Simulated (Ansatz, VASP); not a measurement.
**Si in VASP and in Ansatz**

```
Si
1.0
     2.66247    2.66247    0.00000
    -2.66247    2.66247    0.00000
     0.00000    2.66247    2.75993
Si
2
Direct
  0.25000 0.75000 0.50000
  0.00000 0.00000 0.00000
```

Change from the starting cell: film at in-plane strain -0.02.

Alike in both runs: task single point; functional PBEsol; k mesh 8 × 8 × 8; no spin polarisation.

|  | VASP | Ansatz |
| --- | --- | --- |
| version | VASP 6.6.1 | Ansatz 0.2.0 |
| potentials or method | VASP PAW PBE potentials, release 64 (Si), cutoff 520 eV | all-electron LAPW, scalar-relativistic |
| occupations | gaussian, width 0.01 eV | fixed |

```tsv
	VASP	Ansatz	Ansatz less VASP
gap on the k mesh at the Fermi level (eV)	0.27	0.28	+0.008
pressure (GPa)	2.5	2.3	-0.19
traceless stress, the component that is largest in VASP (GPa)	-2.40	-2.41	-0.007
```

VASP's potentials were made for PBE, not for PBEsol. Ansatz ran all-electron here, and VASP with PAW potentials.
